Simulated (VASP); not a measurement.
# Ga (Cmce) in VASP: single point with PBE

Aim: the single point of Ga with PBE.

Everything below comes from runs of VASP 6.6.1. Logs are shortened: lines on timing, memory, paths and dates and some standing lists are left out, and cuts for length are marked.

### 1 The cell of the first run

Symmetry: Cmce, No. 64, orthorhombic system. Conventional cell: a = 4.578 Å, b = 7.718 Å, c = 4.599 Å, α = 90.00°, β = 90.00°, γ = 90.00°. Ga (site symmetry m) has 7 Ga at 2.53 to 2.81 Å within 3.3 Å.

### 2 Single point, PBE

INCAR reads:

```
SYSTEM = Ga
  PREC = Accurate
  ENCUT = 520
  EDIFF = 1E-7
  ISMEAR = 0
  SIGMA = 0.05
  LREAL = .FALSE.
  LASPH = .TRUE.
  NELM = 60
  ALGO = Normal
  ISIF = 2
  LWAVE = .FALSE.
  LCHARG = .FALSE.
  GGA = PE
  NBANDS = 34
```

KPOINTS reads:

```
regular mesh
0
G
  6 6 4
  0 0 0
```

POSCAR reads:

```
Ga
1.0
    2.2892112581     -3.8587942342      0.0000000000
    2.2892112581      3.8587942342      0.0000000000
    0.0000000000      0.0000000000      4.5985772491
Ga
4
Direct
    0.3436635081      0.6563364919      0.5835683776
    0.6563364919      0.3436635081      0.4164316224
    0.8436635081      0.1563364919      0.9164316224
    0.1563364919      0.8436635081      0.0835683776
```

Potentials or basis: VASP PAW PBE potentials, release 64 (Ga_d).

Run with:

```sh
cat potpaw_PBE.64/Ga_d/POTCAR > POTCAR
mpirun -np 1 vasp_std > vasp.out
```

OUTCAR:

```text
SYSTEM = Ga
   PREC = Accurate
   ENCUT = 520
   EDIFF = 1E-7
   ISMEAR = 0
   LREAL = .FALSE.
   LASPH = .TRUE.
   NELM = 60
   ISIF = 2
   GGA = PE

 ion  position               nearest neighbor table
   1  0.344  0.656  0.584-   2 2.53   4 2.72   4 2.72   3 2.75   3 2.75   2 2.81   2 2.81
   2  0.656  0.344  0.416-   1 2.53   3 2.72   3 2.72   4 2.75   4 2.75   1 2.81   1 2.81
   3  0.844  0.156  0.916-   4 2.53   2 2.72   2 2.72   1 2.75   1 2.75   4 2.81   4 2.81
   4  0.156  0.844  0.084-   3 2.53   1 2.72   1 2.72   2 2.75   2 2.75   3 2.81   3 2.81

  LATTYP: Found a base centered orthorhombic cell.
 ALAT       =     4.5784225162
 B/A-ratio  =     1.6856435685
 C/A-ratio  =     1.0044021129

  Lattice vectors:

 A1 = (   2.2892112581,  -3.8587942342,   0.0000000000)
 A2 = (   2.2892112581,   3.8587942342,   0.0000000000)
 A3 = (   0.0000000000,   0.0000000000,   4.5985772491)

Analysis of symmetry for initial positions (statically):
=====================================================================
 Subroutine PRICEL returns:
 Original cell was already a primitive cell.

 Routine SETGRP: Setting up the symmetry group for a
 base centered orthorhombic supercell.

 Subroutine GETGRP returns: Found  8 space group operations
 (whereof  4 operations were pure point group operations)
 out of a pool of  8 trial point group operations.

The static configuration has the point symmetry C_2h.
 The point group associated with its full space group is D_2h.

Analysis of symmetry for dynamics (positions and initial velocities):
=====================================================================
 Subroutine PRICEL returns:
 Original cell was already a primitive cell.

 Routine SETGRP: Setting up the symmetry group for a
 base centered orthorhombic supercell.

 Subroutine GETGRP returns: Found  8 space group operations
 (whereof  4 operations were pure point group operations)
 out of a pool of  8 trial point group operations.

The dynamic configuration has the point symmetry C_2h.
 The point group associated with its full space group is D_2h.

 Subroutine INISYM returns: Found  8 space group operations
 (whereof  4 operations are pure point group operations),
 and found     1 'primitive' translations

----------------------------------------------------------------------------------------

                                     Primitive cell

  volume of cell :      81.2439

  direct lattice vectors                    reciprocal lattice vectors
[... 88 lines left out ...]
   LASPH  =      T    aspherical Exc in radial PAW
   ENCUT  =  520.0 eV  38.22 Ry    6.18 a.u.   8.34  8.34  8.55*2*pi/ulx,y,z
   NELM   =     60;   NELMIN=  2; NELMDL= -5     # of ELM steps
   EDIFF  = 0.1E-06   stopping-criterion for ELM
   LREAL  =      F    real-space projection
   EDIFFG = 0.1E-05   stopping-criterion for IOM
   NSW    =      0    number of steps for IOM
   IBRION =     -1    ionic relax: 0-MD 1-quasi-New 2-CG
   NFREE  =      0    steps in history (QN), initial steepest desc. (CG)
   ISIF   =      2    stress and relaxation
   ISYM   =      2    0-nonsym 1-usesym 2-fastsym
   POTIM  = 0.5000    time-step for ionic-motion
   TEBEG  =    0.0;   TEEND  =   0.0 temperature during run
   PSTRESS=    0.0 pullay stress
   NELECT =      52.0000    total number of electrons
   NUPDOWN=      -1.0000    fix difference up-down
   EMIN   =  10.00;   EMAX   =-10.00  energy-range for DOS
   EFERMI =   0.00;   METHOD = LEGACY
   ISMEAR =     0;   SIGMA  =   0.05  broadening in eV -4-tet -1-fermi 0-gaus
   EFERMI_NEDOS =   21; number of points for ismear=-14 and -15
   IALGO  =     38    algorithm
   IMIX   =      4    mixing-type and parameters
     AMIX     =   0.40;   BMIX     =  1.00
     AMIX_MAG =   1.60;   BMIX_MAG =  1.00
  volume/ion in A,a.u.               =      20.31       137.07
  Fermi-wavevector in a.u.,A,eV,Ry     =   1.410844  2.666108 27.082130  1.990480
  Thomas-Fermi vector in A             =   2.532756
   LORBIT       =      0    0 simple, 1 ext, 2 COOP (PROOUT), +10 PAW based schemes
   GGA     = PE    functional components
   LHFCALC =     F    Hartree Fock is set to
   AEXX    =    0.0000 exact exchange contribution
   IVDW    =     0    specifies the selected vdW correction
   LEPSILON=     F    determine dielectric tensor
   LRPA    =     F    only Hartree local field effects (RPA)
 non-spin polarized calculation
 Gauss-broadening in eV      SIGMA  =   0.05
  energy-cutoff  :      520.00
  volume of cell :       81.24
 maximum number of plane-waves:      2214
 NGX is ok and might be reduce to    36
   NGX = 17   NGY = 17   NGZ = 17

 number of electron      52.0000011 magnetization

 Free energy of the ion-electron system (eV)
  ---------------------------------------------------
  ext. energy  EPLUGINS =         0.00000000
  ---------------------------------------------------
  free energy    TOTEN  =       -11.68519141 eV

  energy without entropy =      -11.68377291  energy(sigma->0) =      -11.68448216

 E-fermi :   4.6202     XC(G=0): -10.4702

 val. band max:        4.5969540279   @ k =   0.1667   0.1667   0.0000
 cond. band min:       4.7384583876   @ k =   0.0000   0.0000   0.5000
 fundamental gap:      0.1415043597
 Fermi energy:         4.6201840792

 k-point     1 :       0.0000    0.0000    0.0000
  band No.  band energies     occupation
      1     -10.3782      2.00000
      2     -10.3711      2.00000
      3     -10.3455      2.00000
      4     -10.3303      2.00000
      5     -10.3094      2.00000
      6     -10.2879      2.00000
[... 877 lines left out ...]
     33      12.2250      0.00000
     34      13.1682      0.00000

 [... further k-points ...]
[... 5 lines left out ...]
  --------------------------------------------------------------------------------------
  -------------------------------------------------------------------------------------
  Total        0.0169997      0.1065952      0.0546438      0.0000000      0.0000000      0.0000000
  in kB        0.3352436      2.1021185      1.0776078      0.0000000      0.0000000      0.0000000
  external PRESSURE =       1.1716566 kB  Pullay stress =       0.0000000 kB

 VOLUME and BASIS-vectors are now :
 -----------------------------------------------------------------------------
  energy-cutoff  :      520.00
  volume of cell :       81.24
      direct lattice vectors                 reciprocal lattice vectors
     2.289211258 -3.858794234  0.000000000     0.218415840 -0.129574154  0.000000000
     2.289211258  3.858794234  0.000000000     0.218415840  0.129574154  0.000000000
     0.000000000  0.000000000  4.598577249     0.000000000  0.000000000  0.217458563

 POSITION                                       TOTAL-FORCE (eV/Angst)
 -----------------------------------------------------------------------------------
      2.28921      1.20654      2.68358         0.000000      0.000373      0.004570
      2.28921     -1.20654      1.91499         0.000000     -0.000373     -0.004570
      2.28921     -2.65225      4.21428         0.000000      0.000373     -0.004570
      2.28921      2.65225      0.38430         0.000000     -0.000373      0.004570
 -----------------------------------------------------------------------------------
    total drift:                                0.000000      0.000000     -0.000000

  FREE ENERGIE OF THE ION-ELECTRON SYSTEM (eV)
  ---------------------------------------------------
  free  energy   TOTEN  =       -11.6851914127 eV

  energy  without entropy=      -11.6837729058  energy(sigma->0) =      -11.68448216
```

Wall time 93 s (1 thread of AMD EPYC 7R43 (Zen 3), shared host); peak memory 0.2 GiB.

Results:

```yaml
Free_energy: -11.6852 eV
Pressure: 0.1 GPa
Largest_force: 0.005 eV/Å
Band_gap_on_the_k_mesh: zero (band 26 reaches 4.91 eV, above the bottom of band 27 at 3.77 eV)
```

Forces in eV/Å, atoms in the order of the input:
```
Ga   0.000  0.000  0.005
Ga   0.000  0.000 -0.005
Ga   0.000  0.000 -0.005
Ga   0.000  0.000  0.005
```
